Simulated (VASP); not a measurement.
Ta2O, 3 atoms in the cell. The typed cell holds 3 atoms: a = 3.110 Å, b = 3.110 Å, c = 4.953 Å, α = 90.00°, β = 90.00°, γ = 120.00°. 

| Quantity | Value |
| --- | --- |
| Program | VASP 6.6.1 |
| Task | single point |
| Functional | r2SCAN |
| Potentials or basis | VASP PAW PBE potentials, release 64 (Ta_pv, O) |
| Cutoff | 520 eV |
| k mesh | 12 × 12 × 7 |
| Occupations | fermi-dirac, width 0.1 eV |
| Spin | no spin polarisation |
| Dipole correction | no |
| Further INCAR settings | ALGO = Normal; EDIFF = 1e-06; NBANDS = 21 |

Potentials or basis: VASP PAW PBE potentials, release 64 (Ta_pv, O).

Command:

```console
$ cat potpaw_PBE.64/Ta_pv/POTCAR potpaw_PBE.64/O/POTCAR > POTCAR
$ cp INCAR.step1 INCAR
$ mpirun -np 1 vasp_std > vasp.out
$ cp INCAR.step2 INCAR
$ mpirun -np 1 vasp_std > vasp.out
```

Hardware: 1 thread of Intel(R) Xeon(R) 6975P-C (Granite Rapids), on a shared host.

Question: How long does it take, and how much memory?

Answer: Wall time 5.6 min on 1 thread of Intel(R) Xeon(R) 6975P-C (Granite Rapids) (shared host), peak memory 0.33 GiB. Counts: k points 277.
